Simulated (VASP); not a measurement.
# InO in VASP: notebook

The runs below take InO through single point, with PBE+D3(BJ).

Program: VASP 6.6.1. These are calculated values, not measurements. Logs are shortened: lines on timing, memory, paths and dates and some standing lists are left out, and cuts for length are marked.

**1. The cell of the first run**

The cell holds a slab with vacuum, 4 atoms: a = 3.516 Å, b = 3.516 Å, c = 16.248 Å, α = 90.00°, β = 90.00°, γ = 120.00°.

**2. Single point, PBE+D3(BJ) (strain +0.025 along x and y, +0.025 along z)**

Contents of INCAR:

```
SYSTEM = InO
PREC = Accurate
ENCUT = 520
EDIFF = 1E-6
ISMEAR = 0
SIGMA = 0.05
LREAL = .FALSE.
LASPH = .TRUE.
NELM = 100
ALGO = Normal
ISIF = 2
LWAVE = .FALSE.
LCHARG = .FALSE.
GGA = PE
IVDW = 12
NBANDS = 27
```

Contents of KPOINTS:

```
Automatic mesh
0
G
  12 12 2
  0 0 0
```

Contents of POSCAR:

```
InO
1.0
    3.5155277671      0.0000000000      0.0000000000
   -1.7577638836      3.0445363540      0.0000000000
    0.0000000000      0.0000000000     16.2483227879
In O
2 2
Direct
    0.6666666667      0.3333333333      0.5895266171
    0.6666666667      0.3333333333      0.4104733829
    0.0000000000      0.0000000000      0.6398766429
    0.0000000000      0.0000000000      0.3601233571
```

Potentials or basis: VASP PAW PBE potentials, release 64 (In_d, O).

The run is started by

```
$ cat potpaw_PBE.64/In_d/POTCAR potpaw_PBE.64/O/POTCAR > POTCAR
$ mpirun -np 1 vasp_std > vasp.out
```

OUTCAR:

```text
SYSTEM = InO
   PREC = Accurate
   ENCUT = 520
   EDIFF = 1E-6
   ISMEAR = 0
   LREAL = .FALSE.
   LASPH = .TRUE.
   NELM = 100
   ISIF = 2
   GGA = PE
   IVDW = 12
 IVDW          = 12

 ion  position               nearest neighbor table
   1  0.667  0.333  0.590-   3 2.19   3 2.19   3 2.19   2 2.91
   2  0.667  0.333  0.410-   4 2.19   4 2.19   4 2.19   1 2.91
   3  0.000  0.000  0.640-   1 2.19   1 2.19   1 2.19
   4  0.000  0.000  0.360-   2 2.19   2 2.19   2 2.19

  LATTYP: Found a hexagonal cell.
 ALAT       =     3.5155277671
 C/A-ratio  =     4.6218729774

  Lattice vectors:

 A1 = (   3.5155277671,   0.0000000000,   0.0000000000)
 A2 = (  -1.7577638836,   3.0445363540,   0.0000000000)
 A3 = (   0.0000000000,   0.0000000000,  16.2483227879)

Analysis of symmetry for initial positions (statically):
=====================================================================
 Subroutine PRICEL returns:
 Original cell was already a primitive cell.

 Routine SETGRP: Setting up the symmetry group for a
 hexagonal supercell.

 Subroutine GETGRP returns: Found 12 space group operations
 (whereof 12 operations were pure point group operations)
 out of a pool of 24 trial point group operations.

The static configuration has the point symmetry D_3h.

Analysis of symmetry for dynamics (positions and initial velocities):
=====================================================================
 Subroutine PRICEL returns:
 Original cell was already a primitive cell.

 Routine SETGRP: Setting up the symmetry group for a
 hexagonal supercell.

 Subroutine GETGRP returns: Found 12 space group operations
 (whereof 12 operations were pure point group operations)
 out of a pool of 24 trial point group operations.

The dynamic configuration has the point symmetry D_3h.

 Subroutine INISYM returns: Found 12 space group operations
 (whereof 12 operations are pure point group operations),
 and found     1 'primitive' translations

----------------------------------------------------------------------------------------

                                     Primitive cell

  volume of cell :     173.9083

  direct lattice vectors                    reciprocal lattice vectors
     3.515527767  0.000000000  0.000000000     0.284452312  0.164228619  0.000000000
    -1.757763884  3.044536354  0.000000000     0.000000000  0.328457237  0.000000000
     0.000000000  0.000000000 16.248322788     0.000000000  0.000000000  0.061544814

  length of vectors
     3.515527767  3.515527767 16.248322788     0.328457237  0.328457237  0.061544814

  position of ions in fractional coordinates (direct lattice)
     0.666666667  0.333333333  0.589526617
     0.666666667  0.333333333  0.410473383
     0.000000000  0.000000000  0.639876643
     0.000000000  0.000000000  0.360123357

  ion indices of the primitive-cell ions
   primitive index   ion index
                 1           1
                 2           2
                 3           3
                 4           4

----------------------------------------------------------------------------------------

 KPOINTS: Automatic mesh

Automatic generation of k-mesh.
 Grid dimensions read from file:
 generate k-points for:   12   12    2

 Generating k-lattice:

  Cartesian coordinates                     Fractional coordinates (reciprocal lattice)
     0.023704359  0.013685718  0.000000000     0.083333333 -0.000000000  0.000000000
     0.000000000  0.027371436  0.000000000     0.000000000  0.083333333  0.000000000
     0.000000000  0.000000000  0.030772407     0.000000000  0.000000000  0.500000000

  Length of vectors
     0.027371436  0.027371436  0.030772407

  Shift w.r.t. Gamma in fractional coordinates (k-lattice)
     0.000000000  0.000000000  0.000000000

 Subroutine IBZKPT returns following result:
 ===========================================

 Found     38 irreducible k-points:

 Following reciprocal coordinates:
            Coordinates               Weight
  0.000000  0.000000  0.000000      1.000000
  0.083333  0.000000  0.000000      6.000000
  0.166667 -0.000000  0.000000      6.000000
  0.250000  0.000000  0.000000      6.000000
  0.333333 -0.000000  0.000000      6.000000
  0.416667  0.000000  0.000000      6.000000
[... 16 lines left out ...]
  0.250000  0.000000  0.500000      6.000000
  0.333333 -0.000000  0.500000      6.000000
 [... further k-points ...]
   k-points           NKPTS =     38   k-points in BZ     NKDIM =     38   number of bands    NBANDS=     27
   number of dos      NEDOS =    301   number of ions     NIONS =      4
   total plane-waves  NPLWV =  98784
   dimension x,y,z NGX =    28 NGY =   28 NGZ =  126
   dimension x,y,z NGXF=    56 NGYF=   56 NGZF=  252
   ions per type =               2   2
   NGX,Y,Z   is equivalent  to a cutoff of  13.24, 13.24, 12.89 a.u.
   NGXF,Y,Z  is equivalent  to a cutoff of  26.48, 26.48, 25.78 a.u.
 SYSTEM =  InO
   PREC   = accura    normal or accurate (medium, high low for compatibility)
   ISTART =      0    job   : 0-new  1-cont  2-samecut
   ICHARG =      2    charge: 1-file 2-atom 10-const
   ISPIN  =      1    spin polarized calculation?
   LNONCOLLINEAR =      F non collinear calculations
   LSORBIT =      F    spin-orbit coupling
   LASPH  =      T    aspherical Exc in radial PAW
   ENCUT  =  520.0 eV  38.22 Ry    6.18 a.u.   6.54  6.54 30.21*2*pi/ulx,y,z
   NELM   =    100;   NELMIN=  2; NELMDL= -5     # of ELM steps
   EDIFF  = 0.1E-05   stopping-criterion for ELM
   LREAL  =      F    real-space projection
   EDIFFG = 0.1E-04   stopping-criterion for IOM
   NSW    =      0    number of steps for IOM
   IBRION =     -1    ionic relax: 0-MD 1-quasi-New 2-CG
   NFREE  =      0    steps in history (QN), initial steepest desc. (CG)
   ISIF   =      2    stress and relaxation
   ISYM   =      2    0-nonsym 1-usesym 2-fastsym
   POTIM  = 0.5000    time-step for ionic-motion
   TEBEG  =    0.0;   TEEND  =   0.0 temperature during run
   PSTRESS=    0.0 pullay stress
   NELECT =      38.0000    total number of electrons
   NUPDOWN=      -1.0000    fix difference up-down
   EMIN   =  10.00;   EMAX   =-10.00  energy-range for DOS
   EFERMI =   0.00;   METHOD = LEGACY
   ISMEAR =     0;   SIGMA  =   0.05  broadening in eV -4-tet -1-fermi 0-gaus
   EFERMI_NEDOS =   21; number of points for ismear=-14 and -15
   IALGO  =     38    algorithm
   IMIX   =      4    mixing-type and parameters
     AMIX     =   0.40;   BMIX     =  1.00
     AMIX_MAG =   1.60;   BMIX_MAG =  1.00
  volume/ion in A,a.u.               =      43.48       293.40
  Fermi-wavevector in a.u.,A,eV,Ry     =   0.986043  1.863351 13.228689  0.972281
  Thomas-Fermi vector in A             =   2.117395
   LORBIT       =      0    0 simple, 1 ext, 2 COOP (PROOUT), +10 PAW based schemes
   GGA     = PE    functional components
   LHFCALC =     F    Hartree Fock is set to
   AEXX    =    0.0000 exact exchange contribution
   IVDW    =    12    specifies the selected vdW correction
   LEPSILON=     F    determine dielectric tensor
   LRPA    =     F    only Hartree local field effects (RPA)
 non-spin polarized calculation
 Gauss-broadening in eV      SIGMA  =   0.05
  energy-cutoff  :      520.00
  volume of cell :      173.91
 maximum number of plane-waves:      4748
 NGX is ok and might be reduce to    28
   NGX = 13   NGY = 13   NGZ = 61

 number of electron      38.0000019 magnetization

 Free energy of the ion-electron system (eV)
  ---------------------------------------------------
  ext. energy  EPLUGINS =         0.00000000
  ---------------------------------------------------
  free energy    TOTEN  =       -19.35826326 eV

  energy without entropy =      -19.35826326  energy(sigma->0) =      -19.35826326

 E-fermi :  -1.8540     XC(G=0):  -4.7287

 val. band max:       -2.0352090945   @ k =   0.3333   0.3333   0.5000
 cond. band min:      -1.6777692400   @ k =   0.0000   0.0000   0.5000
 fundamental gap:      0.3574398544
 Fermi energy:        -1.8540242953

 k-point     1 :       0.0000    0.0000    0.0000
  band No.  band energies     occupation
      1     -19.3043      2.00000
      2     -19.2886      2.00000
      3     -15.4688      2.00000
      4     -15.4688      2.00000
      5     -15.4413      2.00000
      6     -15.4306      2.00000
[... 19 lines left out ...]
     26       7.0314      0.00000
     27       7.0314      0.00000

 k-point     2 :       0.0833    0.0000    0.0000
  band No.  band energies     occupation
      1     -19.2963      2.00000
      2     -19.2814      2.00000
      3     -15.5061      2.00000
      4     -15.4549      2.00000
      5     -15.4150      2.00000
      6     -15.4130      2.00000
[... 19 lines left out ...]
     26       6.3382      0.00000
     27       6.9192      0.00000

 k-point     3 :       0.1667   -0.0000    0.0000
  band No.  band energies     occupation
      1     -19.2760      2.00000
      2     -19.2633      2.00000
      3     -15.5231      2.00000
      4     -15.4206      2.00000
      5     -15.3726      2.00000
      6     -15.3626      2.00000
[... 19 lines left out ...]
     26       6.6146      0.00000
     27       6.6580      0.00000

 k-point     4 :       0.2500    0.0000    0.0000
  band No.  band energies     occupation
      1     -19.2523      2.00000
      2     -19.2419      2.00000
      3     -15.5167      2.00000
      4     -15.3880      2.00000
      5     -15.3353      2.00000
      6     -15.3171      2.00000
[... 19 lines left out ...]
     26       6.3730      0.00000
     27       7.0022      0.00000
[... 516 lines left out ...]
      4     -15.4206      2.00000
      5     -15.3726      2.00000
      6     -15.3626      2.00000
[... 19 lines left out ...]
     26       6.6580      0.00000
     27       6.9041      0.00000

 k-point    23 :       0.2500    0.0000    0.5000
  band No.  band energies     occupation
      1     -19.2523      2.00000
      2     -19.2420      2.00000
      3     -15.5167      2.00000
      4     -15.3880      2.00000
      5     -15.3353      2.00000
      6     -15.3171      2.00000
[... 19 lines left out ...]
     26       6.3177      0.00000
     27       6.3730      0.00000

 k-point    24 :       0.3333   -0.0000    0.5000
  band No.  band energies     occupation
      1     -19.2332      2.00000
      2     -19.2245      2.00000
      3     -15.5034      2.00000
      4     -15.3744      2.00000
      5     -15.3537      2.00000
      6     -15.2818      2.00000
[... 19 lines left out ...]
     26       6.3462      0.00000
     27       6.8431      0.00000

 [... further k-points ...]

------------------------ aborting loop because EDIFF is reached ----------------------------------------

 Edisp (eV)   -0.54131

 E8    (eV) :    -0.2535

  FORCE on cell =-STRESS in cart. coord.  units (eV):
  Direction    XX          YY          ZZ          XY          YZ          ZX
  --------------------------------------------------------------------------------------
  -------------------------------------------------------------------------------------
  Total      -3.14100    -3.14100    -1.77169     0.00000     0.00000     0.00000
  in kB     -28.93728   -28.93728   -16.32221     0.00000     0.00000     0.00000
  external pressure =      -24.73 kB  Pullay stress =        0.00 kB

 VOLUME and BASIS-vectors are now :
 -----------------------------------------------------------------------------
  energy-cutoff  :      520.00
  volume of cell :      173.91
      direct lattice vectors                 reciprocal lattice vectors
     3.515527767  0.000000000  0.000000000     0.284452312  0.164228619  0.000000000
    -1.757763884  3.044536354  0.000000000     0.000000000  0.328457237  0.000000000
     0.000000000  0.000000000 16.248322788     0.000000000  0.000000000  0.061544814

 POSITION                                       TOTAL-FORCE (eV/Angst)
 -----------------------------------------------------------------------------------
      1.75776      1.01485      9.57882        -0.000000      0.000000      0.233906
      1.75776      1.01485      6.66950        -0.000000      0.000000     -0.233906
      0.00000      0.00000     10.39692         0.000000     -0.000000     -0.523112
      0.00000      0.00000      5.85140         0.000000     -0.000000      0.523112
 -----------------------------------------------------------------------------------
    total drift:                               -0.000001      0.000000      0.000000

  FREE ENERGIE OF THE ION-ELECTRON SYSTEM (eV)
  ---------------------------------------------------
  free  energy   TOTEN  =       -19.8995755450 eV

  energy  without entropy=      -19.8995755434  energy(sigma->0) =      -19.89957554
```

It took 1.9 min on 1 thread of Intel Xeon 6975P-C (Granite Rapids), shared host; peak memory 0.39 GiB.

What came out:

```
Free energy                : -19.8996 eV
Largest force              : 0.523 eV/Å
Band gap on the k mesh     : 0.36 eV (least direct gap 0.94 eV)
Dispersion energy per atom : -0.135 eV
```

Forces in eV/Å, atoms in the order of the input:
```
In   0.000  0.000  0.234
In   0.000  0.000 -0.234
O    0.000  0.000 -0.523
O    0.000  0.000  0.523
```

Caveat: the cell differs from its parent crystal (strain +0.025 along x and y, +0.025 along z); spin-orbit coupling is left out, which moves the levels of the heavy elements.

**3. Single point, PBE+D3(BJ) (strain +0.050 along x and y, +0.000 along z)**

Contents of INCAR:

```
SYSTEM = InO
PREC = Accurate
ENCUT = 520
EDIFF = 1E-6
ISMEAR = 0
SIGMA = 0.05
LREAL = .False.
LASPH = .True.
NELM = 80
ALGO = Normal
ISIF = 2
LWAVE = .False.
LCHARG = .False.
GGA = PE
IVDW = 12
NBANDS = 27
```

Contents of KPOINTS:

```
Automatic mesh
0
Gamma
  12 12 2
  0 0 0
```

Contents of POSCAR:

```
InO
1.0
    3.6012723468      0.0000000000      0.0000000000
   -1.8006361734      3.1187933383      0.0000000000
    0.0000000000      0.0000000000     15.8520222321
In O
2 2
Direct
    0.6666666667      0.3333333333      0.5895266171
    0.6666666667      0.3333333333      0.4104733829
    0.0000000000      0.0000000000      0.6398766429
    0.0000000000      0.0000000000      0.3601233571
```

Potentials or basis: VASP PAW PBE potentials, release 64 (In_d, O).

The run is started by

```
$ cat potpaw_PBE.64/In_d/POTCAR potpaw_PBE.64/O/POTCAR > POTCAR
$ mpirun -np 1 vasp_std > vasp.out
```

OUTCAR:

```text
SYSTEM = InO
   PREC = Accurate
   ENCUT = 520
   EDIFF = 1E-6
   ISMEAR = 0
   LREAL = .False.
   LASPH = .True.
   NELM = 80
   ISIF = 2
   GGA = PE
   IVDW = 12
 IVDW          = 12

 ion  position               nearest neighbor table
   1  0.667  0.333  0.590-   3 2.23   3 2.23   3 2.23   2 2.84
   2  0.667  0.333  0.410-   4 2.23   4 2.23   4 2.23   1 2.84
   3  0.000  0.000  0.640-   1 2.23   1 2.23   1 2.23
   4  0.000  0.000  0.360-   2 2.23   2 2.23   2 2.23

  LATTYP: Found a hexagonal cell.
 ALAT       =     3.6012723468
 C/A-ratio  =     4.4017837879

  Lattice vectors:

 A1 = (   3.6012723468,   0.0000000000,   0.0000000000)
 A2 = (  -1.8006361734,   3.1187933383,   0.0000000000)
 A3 = (   0.0000000000,   0.0000000000,  15.8520222321)

Analysis of symmetry for initial positions (statically):
=====================================================================
 Subroutine PRICEL returns:
 Original cell was already a primitive cell.

 Routine SETGRP: Setting up the symmetry group for a
 hexagonal supercell.

 Subroutine GETGRP returns: Found 12 space group operations
 (whereof 12 operations were pure point group operations)
 out of a pool of 24 trial point group operations.

[... 170 lines left out ...]
 cond. band min:      -1.8216342196   @ k =   0.0000   0.0000   0.5000
 fundamental gap:      0.3739815577
 Fermi energy:        -1.9997134158

 k-point     1 :       0.0000    0.0000    0.0000
  band No.  band energies     occupation
      1     -19.0994      2.00000
      2     -19.0810      2.00000
      3     -15.6045      2.00000
      4     -15.5440      2.00000
      5     -15.5440      2.00000
      6     -15.4921      2.00000
[... 709 lines left out ...]
     26       6.1834      0.00000
     27       6.6985      0.00000

 [... further k-points ...]

------------------------ aborting loop because EDIFF is reached ----------------------------------------

 Edisp (eV)   -0.52234

 E8    (eV) :    -0.2450

  FORCE on cell =-STRESS in cart. coord.  units (eV):
  Direction    XX          YY          ZZ          XY          YZ          ZX
  --------------------------------------------------------------------------------------
  -------------------------------------------------------------------------------------
  Total      -5.35745    -5.35745    -1.08965     0.00000     0.00000     0.00000
  in kB     -48.21052   -48.21052    -9.80548     0.00000     0.00000     0.00000
  external pressure =      -35.41 kB  Pullay stress =        0.00 kB

 VOLUME and BASIS-vectors are now :
 -----------------------------------------------------------------------------
  energy-cutoff  :      520.00
  volume of cell :      178.04
      direct lattice vectors                 reciprocal lattice vectors
     3.601272347  0.000000000  0.000000000     0.277679638  0.160318413  0.000000000
    -1.800636173  3.118793338  0.000000000     0.000000000  0.320636827  0.000000000
     0.000000000  0.000000000 15.852022232     0.000000000  0.000000000  0.063083434

 POSITION                                       TOTAL-FORCE (eV/Angst)
 -----------------------------------------------------------------------------------
      1.80064      1.03960      9.34519        -0.000000     -0.000000      0.700409
      1.80064      1.03960      6.50683        -0.000000     -0.000000     -0.700409
      0.00000      0.00000     10.14334         0.000000      0.000000     -0.676906
      0.00000      0.00000      5.70868         0.000000      0.000000      0.676906
 -----------------------------------------------------------------------------------
    total drift:                                0.000000     -0.000000      0.000000

  FREE ENERGIE OF THE ION-ELECTRON SYSTEM (eV)
  ---------------------------------------------------
  free  energy   TOTEN  =       -19.7305946249 eV

  energy  without entropy=      -19.7305946237  energy(sigma->0) =      -19.73059462
```

Run time: 2.1 min. Hardware: 1 thread of Intel Xeon 6975P-C (Granite Rapids), shared host; peak memory 0.38 GiB.

What came out:

- Free energy: -19.7306 eV
- Largest force: 0.700 eV/Å
- Band gap on the k mesh: 0.37 eV (least direct gap 0.79 eV)
- Dispersion energy per atom: -0.131 eV

Forces in eV/Å, atoms in the order of the input:
```
In   0.000  0.000  0.700
In   0.000  0.000 -0.700
O    0.000  0.000 -0.677
O    0.000  0.000  0.677
```

Caveat: the cell differs from its parent crystal (strain +0.050 along x and y, +0.000 along z); spin-orbit coupling is left out, which moves the levels of the heavy elements.

**4. Single point, PBE+D3(BJ) (strain +0.025 along x and y, +0.050 along z)**

INCAR, as its differences from that of step 3:

```diff
@@ -12,5 +12,7 @@
 LWAVE = .False.
-LCHARG = .False.
+LCHARG = .True.
 GGA = PE
 IVDW = 12
+LELF = .True.
+LVHAR = .True.
 NBANDS = 27
```

KPOINTS is that of step 3.

Contents of POSCAR:

```
InO
1.0
    3.5155277671      0.0000000000      0.0000000000
   -1.7577638836      3.0445363540      0.0000000000
    0.0000000000      0.0000000000     16.6446233437
In O
2 2
Direct
    0.6666666667      0.3333333333      0.5895266171
    0.6666666667      0.3333333333      0.4104733829
    0.0000000000      0.0000000000      0.6398766429
    0.0000000000      0.0000000000      0.3601233571
```

The run is started by

```
$ cat potpaw_PBE.64/In_d/POTCAR potpaw_PBE.64/O/POTCAR > POTCAR
$ mpirun -np 1 vasp_std > vasp.out
```

It took 2.4 min on 1 thread of Intel Xeon 6975P-C (Granite Rapids), shared host; peak memory 0.39 GiB.

The run converged. Its results:

- Free energy: -19.8462 eV
- Largest force: 0.670 eV/Å
- Band gap on the k mesh: 0.28 eV (least direct gap 0.91 eV)
- Dispersion energy per atom: -0.134 eV

Forces on the atoms (eV/Å):
```
In   0.000  0.000  0.145
In   0.000  0.000 -0.145
O    0.000  0.000 -0.670
O    0.000  0.000  0.670
```

Levels at points of the mesh, in eV from the valence-band top:
```tsv
k point	band 17	band 18	band 19	band 20	band 21	band 22
(0.00, 0.00, 0.00)	-1.55	-1.55	-0.63	0.28	3.09	6.18
(0.50, 0.00, 0.00)	-2.28	-1.82	-0.22	2.28	3.61	5.00
(0.00, 0.00, 0.50)	-1.55	-1.55	-0.63	0.28	3.09	6.04
(0.50, 0.00, 0.50)	-2.28	-1.82	-0.22	2.28	3.61	5.00
```

Caveat: the cell differs from its parent crystal (strain +0.025 along x and y, +0.050 along z); spin-orbit coupling is left out, which moves the levels of the heavy elements.

[end of part 1 of 2]
